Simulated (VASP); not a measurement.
Wanted: the native input for a VASP 6.6.1 run.

| Item | Value |
| --- | --- |
| Task | single point |
| Functional | PBE |
| Potentials or basis | VASP PAW PBE potentials, release 64 (Ti_sv, B, H) |
| Cutoff | 520 eV |
| k mesh | 6 × 6 × 6 |
| Occupations | gaussian, width 0.1 eV |
| Spin | no spin polarisation |
| Dipole correction | no |
| Further INCAR settings | ALGO = Normal; EDIFF = 1e-06; NBANDS = 25 |

The structure of TiBH lies in POSCAR:

```
TiBH
1.0
   -1.5127137028      1.8003711974      5.0464241994
    1.5127137028     -1.8003711974      5.0464241994
    1.5127137028      1.8003711974     -5.0464241994
Ti B H
2 2 2
Direct
    0.8600995598      0.1100995598      0.7500000000
    0.1399004402      0.8899004402      0.2500000000
    0.5000000000      0.5000000000      0.5000000000
    0.5000000000      0.0000000000      0.0000000000
    0.0000000000      0.5000000000      0.5000000000
    0.5000000000      0.5000000000      0.0000000000
```

The cell was built from a structure type or drawn by symmetry, and may not be a known phase.

One way to write it, as run:

INCAR

```
SYSTEM = TiBH
  PREC = Accurate
  ENCUT = 520
  EDIFF = 1E-6
  ISMEAR = 0
  SIGMA = 0.1
  LREAL = .FALSE.
  LASPH = .TRUE.
  NELM = 100
  ALGO = Normal
  ISIF = 2
  LWAVE = .FALSE.
  LCHARG = .TRUE.
  GGA = PE
  LELF = .TRUE.
  LVHAR = .TRUE.
  NBANDS = 25
```

KPOINTS

```
regular mesh
0
G
  6 6 6
  0 0 0
```

Potentials or basis: VASP PAW PBE potentials, release 64 (Ti_sv, B, H).

Run with:

```bash
$ cat potpaw_PBE.64/Ti_sv/POTCAR potpaw_PBE.64/B/POTCAR potpaw_PBE.64/H/POTCAR > POTCAR
$ mpirun -np 1 vasp_std > vasp.out
```

It gave:

```json
{
  "Pressure": "0.0 GPa",
  "Largest force": "0.006 eV/Å",
  "Band gap on the k mesh": "zero (bands 16 and 17 overlap by 0.57 eV)"
}
```

Caveat: the k points lie up to 0.36 Å⁻¹ apart, too coarse for converged energies and pressures of a metal.

It took 4 min on 1 thread of Intel Xeon 8259CL, with other jobs on the host, peak memory 0.29 GiB.
